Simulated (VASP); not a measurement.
AlIn3As4, 8 atoms in the cell. Symmetry: P-4m2, No. 115, tetragonal system. Conventional cell: a = 4.286 Å, b = 4.286 Å, c = 12.159 Å, α = 90.00°, β = 90.00°, γ = 90.00°. Al (site symmetry -4m2) has 4 As at 2.52 Å within 3.3 Å. Within 3.5 Å of In (site symmetry 2mm) lie 4 As at 2.66 to 2.67 Å. Within 3.5 Å of In (site symmetry -4m2) lie 4 As at 2.66 Å. As (site symmetry 2mm) has 2 Al at 2.52 Å and 2 In at 2.67 Å within 3.3 Å. As (site symmetry 2mm) has 4 In at 2.66 Å within 3.5 Å. 

```yaml
Program: VASP 6.6.1
Task: single point
Functional: PBE
Potentials_or_basis: VASP PAW PBE potentials, release 64 (Al, In_d, As)
Cutoff: 520 eV
k_mesh: 10 × 10 × 4
Occupations: gaussian, width 0.1 eV
Spin: no spin polarisation
Dipole_correction: no
Further_INCAR_settings: ALGO = Normal; EDIFF = 1e-07; NBANDS = 41
```

Potentials or basis: VASP PAW PBE potentials, release 64 (Al, In_d, As).

Run with:

```bash
$ cat potpaw_PBE.64/Al/POTCAR potpaw_PBE.64/In_d/POTCAR potpaw_PBE.64/As/POTCAR > POTCAR
$ mpirun -np 1 vasp_std > vasp.out
```

Hardware: 1 thread of Intel(R) Xeon(R) 6975P-C (Granite Rapids), with other jobs on the host.

How long does it take, and how much memory?

Run time: 4.9 min on 1 thread of Intel(R) Xeon(R) 6975P-C (Granite Rapids), on a shared host, peak memory 0.61 GiB. Counts: scf iterations 16, k points 63.
